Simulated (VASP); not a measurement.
Wanted: the native input for a VASP 6.6.1 run.

| Quantity | Value |
| --- | --- |
| Task | single point |
| Functional | PBE |
| Potentials or basis | VASP PAW PBE potentials, release 64 (Nb_sv, P) |
| Cutoff | 500 eV |
| k mesh | 10 × 10 × 10 |
| Occupations | fermi-dirac, width 0.02 eV |
| Spin | no spin polarisation |
| Dipole correction | no |
| Further INCAR settings | ALGO = Normal; EDIFF = 1e-06; NBANDS = 26 |

The structure of NbP lies in POSCAR:

```
NbP
1.0
   -1.5970750053      1.5970750053      5.7320230932
    1.5970750053     -1.5970750053      5.7320230932
    1.5970750053      1.5970750053     -5.7320230932
Nb P
2 2
Direct
    0.7486947251      0.7486947251      0.0000000000
    0.4986947251      0.9986947251      0.5000000000
    0.3339338499      0.3339338499      0.0000000000
    0.0839338499      0.5839338499      0.5000000000
```

This cell differs from its parent crystal: biaxial xy strain -4.3%.

The input as run:

INCAR

```
PREC = Accurate
ENCUT = 500
EDIFF = 1E-6
ISMEAR = -1
SIGMA = 0.02
LREAL = F
LASPH = T
NELM = 120
ALGO = Normal
ISIF = 2
LWAVE = F
LCHARG = T
GGA = PE
LELF = T
LVHAR = T
NBANDS = 26
GGA_COMPAT = F
```

KPOINTS

```
Automatic mesh
0
Gamma
  10 10 10
```

Potentials or basis: VASP PAW PBE potentials, release 64 (Nb_sv, P).

Command:

```bash
$ cat potpaw_PBE.64/Nb_sv/POTCAR potpaw_PBE.64/P/POTCAR > POTCAR
$ mpirun -np 1 vasp_std > vasp.out
```

Results of the run:

The pressure is 21.6 GPa. The largest force is 0.006 eV/Å. The band gap on the k mesh is zero (bands 18 and 19 overlap by 0.33 eV).

Caveat: the cell differs from its parent crystal (biaxial xy strain -4.3%); the stress differs along the axes, from 13 to 26 GPa.

It took 10 min on 1 thread of Intel Xeon 8259CL, on a shared host, peak memory 0.39 GiB.
